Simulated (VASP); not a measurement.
Here is a VASP 6.6.1 calculation.

The input INCAR:

```
SYSTEM = ZrB
PREC     = Accurate       ! precision mode
ENCUT    = 500            ! plane-wave cutoff, eV
EDIFF    = 1E-6           ! SCF threshold, eV
ISMEAR   = 0              ! smearing method
SIGMA    = 0.05           ! smearing width, eV
LREAL    = .False.        ! projectors in reciprocal space
LASPH    = .True.         ! aspherical terms in the spheres
NELM     = 120            ! most SCF steps
ALGO     = Normal         ! electronic algorithm
ISIF     = 2              ! what is computed and relaxed
LWAVE    = .False.        ! write WAVECAR
LCHARG   = .True.         ! write CHGCAR
GGA      = PE             ! functional
LELF     = .True.         ! ELF
LVHAR    = .True.       
NBANDS   = 14             ! bands
GGA_COMPAT= .False.
```

The input KPOINTS:

```
regular mesh
0
Gamma
  8 8 8
  0 0 0
```

Contents of POSCAR:

```
ZrB
1.0
    0.0000000000      2.3250013489      2.3250013489
    2.3250013489      0.0000000000      2.3250013489
    2.3250013489      2.3250013489      0.0000000000
Zr B
1 1
Direct
    0.5000000000      0.5000000000      0.5000000000
    0.0000000000      0.0000000000      0.0000000000
```

Potentials or basis: VASP PAW PBE potentials, release 64 (Zr_sv, B).

Launch:

```bash
$ cat potpaw_PBE.64/Zr_sv/POTCAR potpaw_PBE.64/B/POTCAR > POTCAR
$ mpirun -np 1 vasp_std > vasp.out
```

Question: Predict the pressure.

Answer: 35.3 GPa.

Question: Estimate the band gap on the k mesh.

Answer: Zero (an odd number of electrons rules out a gap without spin polarisation).

Caveat: the cell stands under pressure.
